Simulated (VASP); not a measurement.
# Si (P6_3/mmc) in VASP: notebook, part 2 of 2

VASP 6.6.1. Earlier steps stand in the parts before.

## 4. Single point, PBEsol (12.87 Å³/atom)

This run uses another cell than the first one, of 12.87 Å³/atom.

File INCAR:

```
SYSTEM = Si
PREC     = Accurate       ! precision mode
ENCUT    = 520            ! plane-wave cutoff, eV
EDIFF    = 1E-6           ! SCF threshold, eV
ISMEAR   = -1             ! smearing method
SIGMA    = 0.1            ! smearing width, eV
LREAL    = .False.        ! projectors in reciprocal space
LASPH    = .True.         ! aspherical terms in the spheres
NELM     = 100            ! most SCF steps
ALGO     = Normal         ! electronic algorithm
ISIF     = 2              ! what is computed and relaxed
LWAVE    = .False.        ! write WAVECAR
LCHARG   = .False.        ! write CHGCAR
GGA      = PS             ! functional
NBANDS   = 11             ! bands
```

File KPOINTS:

```
Automatic mesh
0
Gamma
  15 15 8
  0 0 0
```

File POSCAR:

```
Si
1.0
    2.6043617427      0.0000000000      0.0000000000
   -1.3021808713      2.2554434298      0.0000000000
    0.0000000000      0.0000000000      4.3822051155
Si
2
Direct
    0.3333333333      0.6666666667      0.2500000000
    0.6666666667      0.3333333333      0.7500000000
```

Potentials or basis: VASP PAW PBE potentials, release 64 (Si).

Launch:

```bash
> cat potpaw_PBE.64/Si/POTCAR > POTCAR
> mpirun -np 1 vasp_std > vasp.out
```

OUTCAR:

```text
SYSTEM = Si
   PREC = Accurate
   ENCUT = 520
   EDIFF = 1E-6
   ISMEAR = -1
   LREAL = .False.
   LASPH = .True.
   NELM = 100
   ISIF = 2
   GGA = PS

 ion  position               nearest neighbor table
   1  0.333  0.667  0.250-   2 2.66   2 2.66   2 2.66   2 2.66   2 2.66   2 2.66
   2  0.667  0.333  0.750-   1 2.66   1 2.66   1 2.66   1 2.66   1 2.66   1 2.66

  LATTYP: Found a hexagonal cell.
 ALAT       =     2.6043617427
 C/A-ratio  =     1.6826407191

  Lattice vectors:

 A1 = (   2.6043617427,   0.0000000000,   0.0000000000)
 A2 = (  -1.3021808713,   2.2554434298,   0.0000000000)
 A3 = (   0.0000000000,   0.0000000000,   4.3822051155)

Analysis of symmetry for initial positions (statically):
=====================================================================
 Subroutine PRICEL returns:
 Original cell was already a primitive cell.

 Routine SETGRP: Setting up the symmetry group for a
 hexagonal supercell.

 Subroutine GETGRP returns: Found 24 space group operations
 (whereof 12 operations were pure point group operations)
 out of a pool of 24 trial point group operations.

[... 174 lines left out ...]
      2       3.3319      2.00000
      3       3.8519      2.00000
      4      21.3472      0.00000
      5      21.3472      0.00000
      6      22.4396      0.00000
      7      22.4396      0.00000
      8      23.1373      0.00000
      9      23.6524      0.00000
     10      25.8813      0.00000
     11      26.9045      0.00000
[... 309 lines left out ...]
 k-point    24 :       0.4000    0.2000    0.0000
  band No.  band energies     occupation
      1       3.7871      2.00000
      2       4.2087      2.00000
      3       9.3306      2.00000
      4      10.6473      1.99996
      5      10.6881      1.99994
      6      11.5981      1.56437
      7      12.0552      0.07165
      8      16.2537      0.00000
      9      17.3023      0.00000
     10      25.1240      0.00000
     11      29.7048      0.00000

 [... further k-points ...]

------------------------ aborting loop because EDIFF is reached ----------------------------------------

  FORCE on cell =-STRESS in cart. coord.  units (eV):
  Direction    XX          YY          ZZ          XY          YZ          ZX
  --------------------------------------------------------------------------------------
  -------------------------------------------------------------------------------------
  Total        1.4379651      1.4379651      1.6578352      0.0000000      0.0000000      0.0000000
  in kB       89.5020492     89.5020492    103.1872389      0.0000000      0.0000000      0.0000000
  external PRESSURE =      94.0637791 kB  Pullay stress =       0.0000000 kB

 VOLUME and BASIS-vectors are now :
 -----------------------------------------------------------------------------
  energy-cutoff  :      520.00
  volume of cell :       25.74
      direct lattice vectors                 reciprocal lattice vectors
     2.604361743  0.000000000  0.000000000     0.383971237  0.221685897  0.000000000
    -1.302180871  2.255443430  0.000000000     0.000000000  0.443371794  0.000000000
     0.000000000  0.000000000  4.382205115     0.000000000  0.000000000  0.228195617

 POSITION                                       TOTAL-FORCE (eV/Angst)
 -----------------------------------------------------------------------------------
     -0.00000      1.50363      1.09555        -0.000000     -0.000000      0.000000
      1.30218      0.75181      3.28665         0.000000      0.000000      0.000000
 -----------------------------------------------------------------------------------
    total drift:                                0.000000     -0.000000      0.000000

  FREE ENERGIE OF THE ION-ELECTRON SYSTEM (eV)
  ---------------------------------------------------
  free  energy   TOTEN  =       -10.7011501298 eV

  energy  without entropy=      -10.6787035697  energy(sigma->0) =      -10.68992685
```

stdout:

```text
POSCAR found type information on POSCAR Si
 POSCAR found :  1 types and       2 ions
 scaLAPACK will be used
 -----------------------------------------------------------------------------
|                                                                             |
|                                                                             |
|     You enforced a specific xc type in the INCAR file but a different       |
|     I HOPE YOU KNOW WHAT YOU ARE DOING!                                     |
|                                                                             |
 -----------------------------------------------------------------------------

 LDA part: xc-table for (Slater+PW92), standard interpolation
 POSCAR, INCAR and KPOINTS ok, starting setup
 FFT: planning ... GRIDC
 FFT: planning ... GRID_SOFT
 FFT: planning ... GRID
 WAVECAR not read
 entering main loop
```

Wall time 30 s (1 thread of Intel Xeon 8259CL, shared host); peak memory 0.15 GiB.

What came out:

| Quantity | Value |
| --- | --- |
| Free energy | -10.7012 eV |
| Pressure | 9.4 GPa |
| Band gap on the k mesh | zero (bands 4 and 5 overlap by 13.70 eV) |

Stress tensor (GPa, compression positive):
```
 8.95  0.00  0.00
 0.00  8.95  0.00
 0.00  0.00 10.32
```

Caveat: the cell stands under pressure; the PAW data sets were made with another functional, which shifts forces and pressure a little.

## 5. Single point, PBEsol (13.43 Å³/atom)

This run uses another cell than the first one, of 13.43 Å³/atom.

File INCAR:

```
PREC = Accurate ; ENCUT = 520
EDIFF = 1E-6 ; ISMEAR = -1
SIGMA = 0.1 ; LREAL = False
LASPH = True ; NELM = 100
ALGO = Normal ; ISIF = 2
LWAVE = False ; LCHARG = False
GGA = PS ; NBANDS = 11
```

File KPOINTS:

```
Automatic mesh
0
Gamma
  15 15 8
```

File POSCAR:

```
Si
1.0
    2.6415719377      0.0000000000      0.0000000000
   -1.3207859689      2.2876684040      0.0000000000
    0.0000000000      0.0000000000      4.4448165048
Si
2
Direct
    0.3333333333      0.6666666667      0.2500000000
    0.6666666667      0.3333333333      0.7500000000
```

Potentials or basis: VASP PAW PBE potentials, release 64 (Si).

Launch:

```bash
> cat potpaw_PBE.64/Si/POTCAR > POTCAR
> mpirun -np 1 vasp_std > vasp.out
```

OUTCAR:

```text
PREC = Accurate
   ENCUT = 520
   EDIFF = 1E-6
   ISMEAR = -1
   LREAL = False
   LASPH = True
   NELM = 100
   ISIF = 2
   GGA = PS

 ion  position               nearest neighbor table
   1  0.333  0.667  0.250-   2 2.70   2 2.70   2 2.70   2 2.70   2 2.70   2 2.70
   2  0.667  0.333  0.750-   1 2.70   1 2.70   1 2.70   1 2.70   1 2.70   1 2.70

  LATTYP: Found a hexagonal cell.
 ALAT       =     2.6415719377
 C/A-ratio  =     1.6826407191

  Lattice vectors:

[... 523 lines left out ...]
 [... further k-points ...]

------------------------ aborting loop because EDIFF is reached ----------------------------------------

  FORCE on cell =-STRESS in cart. coord.  units (eV):
  Direction    XX          YY          ZZ          XY          YZ          ZX
  --------------------------------------------------------------------------------------
  -------------------------------------------------------------------------------------
  Total        0.5992858      0.5992858      0.8355178     -0.0000000     -0.0000000     -0.0000000
  in kB       35.7466386     35.7466386     49.8375811     -0.0000000     -0.0000000     -0.0000000
  external PRESSURE =      40.4436194 kB  Pullay stress =       0.0000000 kB

 VOLUME and BASIS-vectors are now :
 -----------------------------------------------------------------------------
  energy-cutoff  :      520.00
  volume of cell :       26.86
      direct lattice vectors                 reciprocal lattice vectors
     2.641571938  0.000000000  0.000000000     0.378562471  0.218563145  0.000000000
    -1.320785969  2.287668404  0.000000000     0.000000000  0.437126289  0.000000000
     0.000000000  0.000000000  4.444816505     0.000000000  0.000000000  0.224981166

 POSITION                                       TOTAL-FORCE (eV/Angst)
 -----------------------------------------------------------------------------------
     -0.00000      1.52511      1.11120        -0.000000     -0.000000      0.000000
      1.32079      0.76256      3.33361         0.000000      0.000000      0.000000
 -----------------------------------------------------------------------------------
    total drift:                               -0.000000      0.000000     -0.000000

  FREE ENERGIE OF THE ION-ELECTRON SYSTEM (eV)
  ---------------------------------------------------
  free  energy   TOTEN  =       -10.7475101275 eV

  energy  without entropy=      -10.7239764881  energy(sigma->0) =      -10.73574331
```

OSZICAR:

```text
N       E                     dE             d eps       ncg     rms          rms(c)
DAV:   1     0.509515088732E+01    0.50952E+01   -0.34929E+03  2986   0.619E+02
DAV:   2    -0.103776792871E+02   -0.15473E+02   -0.14626E+02  3891   0.859E+01
DAV:   3    -0.108016775136E+02   -0.42400E+00   -0.42121E+00  3905   0.114E+01
DAV:   4    -0.108030663848E+02   -0.13889E-02   -0.13887E-02  3682   0.821E-01
DAV:   5    -0.108030707025E+02   -0.43178E-05   -0.43162E-05  3726   0.425E-02    0.450E+00
DAV:   6    -0.107674609703E+02    0.35610E-01   -0.93823E-03  3408   0.451E-01    0.248E+00
DAV:   7    -0.107476691913E+02    0.19792E-01   -0.17348E-02  3303   0.611E-01    0.155E-01
DAV:   8    -0.107475106468E+02    0.15854E-03   -0.19106E-04  4288   0.935E-02    0.220E-02
DAV:   9    -0.107475101275E+02    0.51929E-06   -0.20201E-06  3557   0.833E-03
   1 F= -.10747510E+02 E0= -.10735743E+02  d E =-.235336E-01
```

It took 33 s on 1 thread of Intel Xeon 8259CL, shared host; peak memory 0.15 GiB.

What came out:

| Item | Value |
| --- | --- |
| Free energy | -10.7475 eV |
| Pressure | 4.0 GPa |
| Band gap on the k mesh | zero (bands 4 and 5 overlap by 13.14 eV) |

Levels at points of the mesh, in eV from the Fermi level:
```tsv
k point	band 1	band 2	band 3	band 4	band 5	band 6	band 7	band 8	band 9
(0.00, 0.00, 0.00)	-15.16	-8.26	-7.59	9.24	9.24	10.45	10.45	11.26	11.39
(0.00, 0.00, 0.50)	-13.33	-13.33	0.74	0.74	10.69	10.69	10.69	10.69	12.16
```

Caveat: the cell stands under pressure; the PAW data sets were made with another functional, which shifts forces and pressure a little.

## 6. Overview

```csv
cell,k mesh,gap on the mesh (eV),pressure (GPa)
"a = 2.678, b = 2.678, c = 4.506 Å, angles 90.0, 90.0, 120.0°, 2 atoms",13 × 13 × 7,none,0.1
"a = 2.566, b = 2.566, c = 4.318 Å, angles 90.0, 90.0, 120.0°, 2 atoms",15 × 15 × 8,none,16.1
"a = 2.604, b = 2.604, c = 4.382 Å, angles 90.0, 90.0, 120.0°, 2 atoms",15 × 15 × 8,none,9.4
"a = 2.642, b = 2.642, c = 4.445 Å, angles 90.0, 90.0, 120.0°, 2 atoms",15 × 15 × 8,none,4.0
```

Alike in all rows: task single point; level PBEsol; potentials or basis VASP PAW PBE potentials, release 64 (Si); no spin polarisation; cutoff (eV) 520; smearing fermi-dirac 0.1 eV.

Caveats: the PAW data sets were made with another functional, which shifts forces and pressure a little; the cell stands under pressure (at least some runs).

Total energies depend on the potentials used, so only differences within one code and one set of settings carry meaning.
